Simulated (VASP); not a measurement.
Input of a VASP 6.6.1 run:

Contents of INCAR:

```
SYSTEM = Te
PREC = Accurate
ENCUT = 520
EDIFF = 1E-6
ISMEAR = -1
SIGMA = 0.05
LREAL = .FALSE.
LASPH = .TRUE.
NELM = 60
ALGO = Normal
ISIF = 2
LWAVE = .FALSE.
LCHARG = .FALSE.
GGA = CA
NBANDS = 16
```

Contents of KPOINTS:

```
regular mesh
0
G
  7 7 5
  0 0 0
```

The input POSCAR:

```
Te
1.0
    4.5126119846      0.0000000000      0.0000000000
   -2.2563059923      3.9080366161      0.0000000000
    0.0000000000      0.0000000000      6.0019563082
Te
3
Direct
    0.7310000000      0.7310000000      0.0000000000
    0.0000000000      0.2690000000      0.6666666667
    0.2690000000      0.0000000000      0.3333333333
```

Potentials or basis: VASP PAW LDA potentials, release 64 (Te).

The run is started by

```console
$ cat potpaw_LDA.64/Te/POTCAR > POTCAR
$ mpirun -np 1 vasp_std > vasp.out
```

Question: Estimate the band gap on the k mesh.

Answer: 0.58 eV, indirect (least direct gap 0.72 eV).

Question: Estimate the largest force.

Answer: 0.108 eV/Å.

Question: Estimate the pressure.

Answer: -3.5 GPa.

Stress tensor (GPa, compression positive):
```
-3.26  0.00  0.00
 0.00 -3.26  0.00
 0.00  0.00 -3.95
```

Caveat: spin-orbit coupling is left out, which moves the levels of the heavy elements. A k mesh can miss the band edges.
